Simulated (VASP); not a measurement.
# NaCl (Fm-3m) in VASP: further runs, part 2 of 3

VASP 6.6.1. The steps go on from the part before.

### Step 3. Vibrations by perturbation theory, LDA

This run uses another cell than the first one, of 16.77 Å³/atom.

Input file INCAR:

```
SYSTEM = NaCl
PREC = Accurate
ENCUT = 520
EDIFF = 1E-8
ISMEAR = 0
SIGMA = 0.01
LREAL = .FALSE.
LASPH = .TRUE.
NELM = 60
ALGO = Normal
ISIF = 2
LWAVE = .FALSE.
LCHARG = .FALSE.
NBANDS = 14
IBRION = 8
NSW = 1
```

Input file KPOINTS:

```
regular mesh
0
G
  8 8 8
  0 0 0
```

Input file POSCAR:

```
NaCl
1.0
    2.5595368221      2.5595368221      0.0000000000
   -2.5595368221      2.5595368221      0.0000000000
    0.0000000000      2.5595368221      2.5595368221
Na Cl
1 1
Direct
    0.0000000000      0.0000000000      0.0000000000
    0.5000000000      0.5000000000      0.0000000000
```

Potentials or basis: VASP PAW LDA potentials, release 64 (Na_pv, Cl).

Run with:

```
cat potpaw_LDA.64/Na_pv/POTCAR potpaw_LDA.64/Cl/POTCAR > POTCAR
mpirun -np 1 vasp_std > vasp.out
```

OUTCAR:

```text
SYSTEM = NaCl
   PREC = Accurate
   ENCUT = 520
   EDIFF = 1E-8
   ISMEAR = 0
   LREAL = .FALSE.
   LASPH = .TRUE.
   NELM = 60
   ISIF = 2
   IBRION = 8
   NSW = 1

 ion  position               nearest neighbor table
   1  0.000  0.000  0.000-   2 2.56   2 2.56   2 2.56   2 2.56   2 2.56   2 2.56
   2  0.500  0.500  0.000-   1 2.56   1 2.56   1 2.56   1 2.56   1 2.56   1 2.56

  LATTYP: Found a face centered cubic cell.
 ALAT       =     5.1190736442

  Lattice vectors:

 A1 = (   0.0000000000,   2.5595368221,   2.5595368221)
 A2 = (   2.5595368221,   0.0000000000,   2.5595368221)
 A3 = (   2.5595368221,   2.5595368221,   0.0000000000)

Analysis of symmetry for initial positions (statically):
=====================================================================
 Subroutine PRICEL returns:
 Original cell was already a primitive cell.

 Routine SETGRP: Setting up the symmetry group for a
 face centered cubic supercell.

 Subroutine GETGRP returns: Found 48 space group operations
 (whereof 48 operations were pure point group operations)
 out of a pool of 48 trial point group operations.

The static configuration has the point symmetry O_h .

Analysis of symmetry for dynamics (positions and initial velocities):
=====================================================================
 Subroutine PRICEL returns:
 Original cell was already a primitive cell.

 Routine SETGRP: Setting up the symmetry group for a
 face centered cubic supercell.

 Subroutine GETGRP returns: Found 48 space group operations
 (whereof 48 operations were pure point group operations)
 out of a pool of 48 trial point group operations.

The dynamic configuration has the point symmetry O_h .

 Subroutine INISYM returns: Found 48 space group operations
 (whereof 48 operations are pure point group operations),
 and found     1 'primitive' translations

----------------------------------------------------------------------------------------

                                     Primitive cell

  volume of cell :      33.5362

  direct lattice vectors                    reciprocal lattice vectors
     2.559536822  2.559536822  0.000000000     0.195347844  0.195347844 -0.195347844
    -2.559536822  2.559536822  0.000000000    -0.195347844  0.195347844 -0.195347844
     0.000000000  2.559536822  2.559536822     0.000000000  0.000000000  0.390695688

  length of vectors
     3.619731687  3.619731687  3.619731687     0.338352391  0.338352391  0.390695688

  position of ions in fractional coordinates (direct lattice)
     0.000000000  0.000000000  0.000000000
     0.500000000  0.500000000  0.000000000

  ion indices of the primitive-cell ions
   primitive index   ion index
                 1           1
                 2           2

----------------------------------------------------------------------------------------

 KPOINTS: regular mesh

Automatic generation of k-mesh.
 Grid dimensions read from file:
[... 518 lines left out ...]
      4     -11.4671      2.00000
      5      -1.5524      2.00000
      6      -0.1701      2.00000
      7       0.4078      2.00000
      8       9.8089      0.00000
      9      11.2182      0.00000
     10      12.5904      0.00000
     11      13.6012      0.00000
     12      16.6838      0.00000
     13      18.5220      0.00000
     14      19.5035      0.00000

 [... further k-points ...]

------------------------ aborting loop because EDIFF is reached ----------------------------------------

  FORCE on cell =-STRESS in cart. coord.  units (eV):
  Direction    XX          YY          ZZ          XY          YZ          ZX
  --------------------------------------------------------------------------------------
  -------------------------------------------------------------------------------------
  Total        2.1052651      2.1052651      2.1052651     -0.0000000     -0.0000000      0.0000000
  in kB      100.5780571    100.5780571    100.5780571     -0.0000000     -0.0000000      0.0000000
  external PRESSURE =     100.5780571 kB  Pullay stress =       0.0000000 kB

 VOLUME and BASIS-vectors are now :
 -----------------------------------------------------------------------------
  energy-cutoff  :      520.00
  volume of cell :       33.54
      direct lattice vectors                 reciprocal lattice vectors
     2.559536822  2.559536822  0.000000000     0.195347844  0.195347844 -0.195347844
    -2.559536822  2.559536822  0.000000000    -0.195347844  0.195347844 -0.195347844
     0.000000000  2.559536822  2.559536822     0.000000000  0.000000000  0.390695688

 POSITION                                       TOTAL-FORCE (eV/Angst)
 -----------------------------------------------------------------------------------
      0.00000      0.00000      0.00000         0.000000      0.000000      0.000000
      0.00000      2.55954      0.00000        -0.000000     -0.000000      0.000000
 -----------------------------------------------------------------------------------
    total drift:                               -0.000000      0.000000     -0.000000

  FREE ENERGIE OF THE ION-ELECTRON SYSTEM (eV)
  ---------------------------------------------------
  free  energy   TOTEN  =        -7.1979290203 eV

  energy  without entropy=       -7.1979290203  energy(sigma->0) =       -7.19792902

[... ionic steps 2 to 3 ...]

--------------------------------------- Ionic step        4  -------------------------------------------

------------------------ aborting loop because EDIFF is reached ----------------------------------------

[... ionic steps 5 to 6 ...]

--------------------------------------- Ionic step        7  -------------------------------------------

 Free energy of the ion-electron system (eV)
  ---------------------------------------------------
  ---------------------------------------------------
  free energy    TOTEN  =        -0.18671728 eV

  energy without entropy =       -0.18671728

------------------------ aborting loop because EDIFF is reached ----------------------------------------

 INTERNAL STRAIN TENSOR  FOR ION    2  DIRECTION 1   (eV/Angst):
 -----------------------------------------------------------------------------
    -0.01466  0.00000  0.00000
     0.00000  0.00205 -0.00000
     0.00000 -0.00000  0.00205

 INTERNAL STRAIN TENSOR FOR ION    2 for displacements in x,y,z  (eV/Angst):
          X           Y           Z          XY          YZ          ZX
  --------------------------------------------------------------------------------
  x     0.00000     0.00000     0.00000     0.00000     0.00000     0.00000
  y     0.00000     0.00000     0.00000     0.00000     0.00000     0.00000
  z     0.00000     0.00000     0.00000     0.00000     0.00000     0.00000

 SECOND DERIVATIVES (NOT SYMMETRIZED)
 ------------------------------------
               1X          1Y          1Z          2X          2Y          2Z
  1X    -4.152585    0.000000    0.000000    4.152585    0.000000    0.000000
  1Y     0.000000   -4.152585    0.000000    0.000000    4.152585    0.000000
  1Z     0.000000    0.000000   -4.152585    0.000000    0.000000    4.152585
  2X     4.152240   -0.000000    0.000000   -4.152240    0.000000   -0.000000
  2Y     0.000000    4.152240   -0.000000   -0.000000   -4.152240    0.000000
  2Z     0.000000    0.000000    4.152240   -0.000000   -0.000000   -4.152240

 Eigenvectors and eigenvalues of the dynamical matrix
 ----------------------------------------------------

   1 f  =    8.530474 THz    53.598550 2PiTHz  284.545991 cm-1    35.279191 meV
             X         Y         Z           dx          dy          dz
      0.000000  0.000000  0.000000     0.000000   -0.667890    0.400709
      0.000000  2.559537  0.000000     0.000000    0.537811   -0.322667
[... 21 lines left out ...]
   6 f/i=    0.000173 THz     0.001088 2PiTHz    0.005775 cm-1     0.000716 meV
             X         Y         Z           dx          dy          dz
      0.000000  0.000000  0.000000    -0.437366   -0.103816    0.437366
      0.000000  2.559537  0.000000    -0.543150   -0.128926    0.543150

--------------------------------------------------------------------------------------------------------

 ELASTIC MODULI CONTR FROM IONIC RELAXATION (kBar)
 Direction    XX          YY          ZZ          XY          YZ          ZX
 --------------------------------------------------------------------------------
 XX           0.0000      0.0000      0.0000      0.0000      0.0000      0.0000
 YY           0.0000      0.0000      0.0000      0.0000      0.0000      0.0000
 ZZ           0.0000      0.0000      0.0000      0.0000      0.0000      0.0000
 XY           0.0000      0.0000      0.0000      0.0000      0.0000      0.0000
 YZ           0.0000      0.0000      0.0000      0.0000      0.0000      0.0000
 ZX           0.0000      0.0000      0.0000      0.0000      0.0000      0.0000
 --------------------------------------------------------------------------------
```

OSZICAR:

```text
N       E                     dE             d eps       ncg     rms          rms(c)
DAV:   1     0.102607634935E+03    0.10261E+03   -0.72347E+03   812   0.109E+03
DAV:   2    -0.348591436161E+00   -0.10296E+03   -0.95398E+02   914   0.289E+02
DAV:   3    -0.729619581522E+01   -0.69476E+01   -0.69158E+01  1028   0.701E+01
DAV:   4    -0.738184302794E+01   -0.85647E-01   -0.85627E-01   986   0.817E+00
DAV:   5    -0.738337809648E+01   -0.15351E-02   -0.15350E-02  1022   0.114E+00    0.240E+00
[... 36 lines left out ...]
RMM:   8    -0.186717926763E+00    0.46959E-05   -0.13735E-08  3230   0.524E-04    0.262E-04
RMM:   9    -0.186717416227E+00    0.51054E-06   -0.18231E-08  3324   0.151E-04    0.428E-05
RMM:  10    -0.186717260118E+00    0.15611E-06    0.11116E-07  3514   0.644E-05    0.531E-06
RMM:  11    -0.186717276909E+00   -0.16791E-07    0.22327E-08  3282   0.410E-05    0.256E-06
RMM:  12    -0.186717284456E+00   -0.75465E-08    0.28525E-08  2907   0.347E-05    0.288E-07
 Linear response finished
```

Wall time 44 s (1 thread of Intel Xeon 6975P-C (Granite Rapids), shared host); peak memory 0.18 GiB.

Results:

| Quantity | Value |
| --- | --- |
| Highest phonon frequency at Γ, LO-TO splitting left out | 285 cm⁻¹ |

Phonon frequencies in cm⁻¹ (negative: imaginary):
```csv
q point,frequencies
"(0.000, 0.000, 0.000)",0 0 0 285 285 285
```

Caveat: the cell stands under pressure or tension, which shifts response properties.

### Step 4. Vibrations by perturbation theory, LDA

This run uses another cell than the first one, of 17.51 Å³/atom.

Input file INCAR:

```
SYSTEM = NaCl
  PREC = Accurate
  ENCUT = 520
  EDIFF = 1E-8
  ISMEAR = 0
  SIGMA = 0.01
  LREAL = .FALSE.
  LASPH = .TRUE.
  NELM = 100
  ALGO = Normal
  ISIF = 2
  LWAVE = .FALSE.
  LCHARG = .FALSE.
  GGA = CA
  IBRION = 8
  NSW = 1
```

Input file KPOINTS:

```
Automatic mesh
0
G
  8 8 8
  0 0 0
```

Input file POSCAR:

```
NaCl
1.0
    2.5969403387      2.5969403387      0.0000000000
   -2.5969403387      2.5969403387      0.0000000000
    0.0000000000      2.5969403387      2.5969403387
Na Cl
1 1
Direct
    0.0000000000      0.0000000000      0.0000000000
    0.5000000000      0.5000000000      0.0000000000
```

Potentials or basis: VASP PAW LDA potentials, release 64 (Na_pv, Cl).

Run with:

```
cat potpaw_LDA.64/Na_pv/POTCAR potpaw_LDA.64/Cl/POTCAR > POTCAR
mpirun -np 1 vasp_std > vasp.out
```

OUTCAR:

```text
SYSTEM = NaCl
   PREC = Accurate
   ENCUT = 520
   EDIFF = 1E-8
   ISMEAR = 0
   LREAL = .FALSE.
   LASPH = .TRUE.
   NELM = 100
   ISIF = 2
   GGA = CA
   IBRION = 8
   NSW = 1

 ion  position               nearest neighbor table
   1  0.000  0.000  0.000-   2 2.60   2 2.60   2 2.60   2 2.60   2 2.60   2 2.60
   2  0.500  0.500  0.000-   1 2.60   1 2.60   1 2.60   1 2.60   1 2.60   1 2.60

  LATTYP: Found a face centered cubic cell.
 ALAT       =     5.1938806774

  Lattice vectors:

 A1 = (   0.0000000000,   2.5969403387,   2.5969403387)
 A2 = (   2.5969403387,   0.0000000000,   2.5969403387)
 A3 = (   2.5969403387,   2.5969403387,   0.0000000000)

Analysis of symmetry for initial positions (statically):
=====================================================================
 Subroutine PRICEL returns:
[... 566 lines left out ...]

------------------------ aborting loop because EDIFF is reached ----------------------------------------

 INTERNAL STRAIN TENSOR  FOR ION    2  DIRECTION 1   (eV/Angst):
 -----------------------------------------------------------------------------
    -0.01283  0.00000  0.00000
    -0.00000  0.00129 -0.00000
    -0.00000 -0.00000  0.00129

 INTERNAL STRAIN TENSOR FOR ION    2 for displacements in x,y,z  (eV/Angst):
          X           Y           Z          XY          YZ          ZX
  --------------------------------------------------------------------------------
  x     0.00000     0.00000     0.00000     0.00000     0.00000     0.00000
  y     0.00000     0.00000     0.00000     0.00000     0.00000     0.00000
  z     0.00000     0.00000     0.00000     0.00000     0.00000     0.00000

 SECOND DERIVATIVES (NOT SYMMETRIZED)
 ------------------------------------
               1X          1Y          1Z          2X          2Y          2Z
  1X    -3.545532   -0.000000    0.000000    3.545532    0.000000   -0.000000
  1Y     0.000000   -3.545532   -0.000000   -0.000000    3.545532    0.000000
  1Z    -0.000000   -0.000000   -3.545532    0.000000    0.000000    3.545532
  2X     3.521025   -0.000000    0.000000   -3.521025    0.000000   -0.000000
  2Y     0.000000    3.521025   -0.000000   -0.000000   -3.521025    0.000000
  2Z    -0.000000   -0.000000    3.521025    0.000000    0.000000   -3.521025

 Eigenvectors and eigenvalues of the dynamical matrix
 ----------------------------------------------------

   1 f  =    7.871746 THz    49.459638 2PiTHz  262.573181 cm-1    32.554911 meV
             X         Y         Z           dx          dy          dz
      0.000000  0.000000  0.000000     0.779922    0.000000    0.000000
      0.000000  2.596940  0.000000    -0.625877   -0.000000    0.000000
[... 21 lines left out ...]
   6 f/i=    0.013326 THz     0.083727 2PiTHz    0.444493 cm-1     0.055110 meV
             X         Y         Z           dx          dy          dz
      0.000000  0.000000  0.000000     0.566304    0.122219   -0.236821
      0.000000  2.596940  0.000000     0.705687    0.152301   -0.295109

--------------------------------------------------------------------------------------------------------

 ELASTIC MODULI CONTR FROM IONIC RELAXATION (kBar)
 Direction    XX          YY          ZZ          XY          YZ          ZX
 --------------------------------------------------------------------------------
 XX           0.0000      0.0000      0.0000      0.0000      0.0000      0.0000
 YY           0.0000      0.0000      0.0000      0.0000      0.0000      0.0000
 ZZ           0.0000      0.0000      0.0000      0.0000      0.0000      0.0000
 XY           0.0000      0.0000      0.0000      0.0000      0.0000      0.0000
 YZ           0.0000      0.0000      0.0000      0.0000      0.0000      0.0000
 ZX           0.0000      0.0000      0.0000      0.0000      0.0000      0.0000
 --------------------------------------------------------------------------------
```

OSZICAR:

```text
N       E                     dE             d eps       ncg     rms          rms(c)
DAV:   1     0.937034635808E+02    0.93703E+02   -0.76806E+03   638   0.134E+03
DAV:   2    -0.108127478481E+01   -0.94785E+02   -0.89695E+02   731   0.297E+02
DAV:   3    -0.735538387432E+01   -0.62741E+01   -0.62465E+01   781   0.760E+01
DAV:   4    -0.745810215265E+01   -0.10272E+00   -0.10262E+00   759   0.103E+01
[... 42 lines left out ...]
RMM:  10    -0.187294738163E+00    0.75371E-06    0.91806E-08  2360   0.190E-04    0.216E-05
RMM:  11    -0.187294333238E+00    0.40493E-06   -0.26509E-07  2518   0.752E-05    0.130E-05
RMM:  12    -0.187294476076E+00   -0.14284E-06   -0.36831E-07  2331   0.355E-05    0.795E-06
RMM:  13    -0.187294513797E+00   -0.37721E-07   -0.29661E-08  2235   0.231E-05    0.240E-07
RMM:  14    -0.187294511070E+00    0.27267E-08   -0.77218E-08  1858   0.175E-05    0.357E-07
 Linear response finished
```

stdout:

```text
POSCAR found type information on POSCAR NaCl
 POSCAR found :  2 types and       2 ions
 scaLAPACK will be used
 LDA part: xc-table for (Slater(with rela. corr.)+CA(PZ))
 , standard interpolation
 POSCAR, INCAR and KPOINTS ok, starting setup
 FFT: planning ... GRIDC
 FFT: planning ... GRID_SOFT
 FFT: planning ... GRID
 WAVECAR not read
 entering main loop
 Linear response reoptimize wavefunctions to high precision
 Linear response DOF=           2
 Linear response progress:
 first order change of Fermi-energy   0.24791E-03
 force on displaced ion       1 direction 1 :  -3.546  -0.000  -0.000
 Linear response progress:
 first order change of Fermi-energy  -0.10072E-03
 force on displaced ion       2 direction 1 :  -3.521   0.000   0.000
 Linear response finished
```

It took 37 s on 1 thread of Intel Xeon 6975P-C (Granite Rapids), shared host; peak memory 0.18 GiB.

What came out:

```yaml
Highest_phonon_frequency_at_Γ_LO-TO_splitting_left_out: 263 cm⁻¹
```

Phonon frequencies in cm⁻¹ (negative: imaginary):
```
              q point        frequencies
(0.000, 0.000, 0.000)  0 0 0 263 263 263
```

Caveat: the cell stands under pressure or tension, which shifts response properties.

[end of part 2 of 3]
